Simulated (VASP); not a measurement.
Here is a VASP 6.6.1 calculation.

INCAR

```
PREC = Accurate
ENCUT = 500
EDIFF = 1E-6
ISMEAR = 0
SIGMA = 0.05
LREAL = False
LASPH = True
NELM = 120
ALGO = Normal
ISIF = 2
LWAVE = False
LCHARG = False
GGA = PE
NBANDS = 10
GGA_COMPAT = False
```

KPOINTS

```
regular mesh
0
Gamma
  8 8 8
```

The input POSCAR:

```
Ir
1.0
    0.0000000000      1.9379620172      1.9379620172
    1.9379620172      0.0000000000      1.9379620172
    1.9379620172      1.9379620172      0.0000000000
Ir
1
Direct
    0.0000000000      0.0000000000      0.0000000000
```

Potentials or basis: VASP PAW PBE potentials, release 64 (Ir).

Launch:

```sh
$ cat potpaw_PBE.64/Ir/POTCAR > POTCAR
$ mpirun -np 1 vasp_std > vasp.out
```

(1) Predict the pressure.

Results:

(1) 0.3 GPa.
